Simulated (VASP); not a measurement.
Ni:

```
Ni
1.0
     0.00000    3.45000    3.45000
     1.72500    0.00000    1.72500
     1.72500    1.72500    0.00000
Ni
2
Cartesian
  0.0000 0.0000 0.0000
  0.0000 1.7250 1.7250
```

Base run:

| Item | Value |
| --- | --- |
| Program | VASP 6.6.1 |
| Functional | PBE |
| Potentials or basis | VASP PAW PBE potentials, release 64 (Ni) |
| Cutoff | 520 eV |
| k mesh | 7 × 14 × 14 |
| Occupations | gaussian, width 0.1 eV |
| Spin | collinear spin, ferromagnetic start |
| Starting moments | [0.2, 0.2] μB |

Its results: pressure 12.9 GPa; net moment 1.12 μB per cell; site moments Ni +0.57 μB.

After a change of settings the same cell gave: pressure 12.3 GPa; net moment 0.00 μB per cell; site moments Ni +0.22, -0.22 μB. Which change was it?
A. moments at the start from [0.2, 0.2] to [2.0, 2.0]
B. further incar settings from ALGO = Normal; EDIFF = 1e-06; NBANDS = 21 to ALGO = Normal; EDIFF = 1e-07; NBANDS = 21; moments at the start from [0.2, 0.2] to [2.0, 2.0]
C. spin from collinear spin, ferromagnetic start to collinear spin, antiferromagnetic start; moments at the start from [0.2, 0.2] to [2.0, -2.0]

C.

Caveats: the cell stands under pressure.
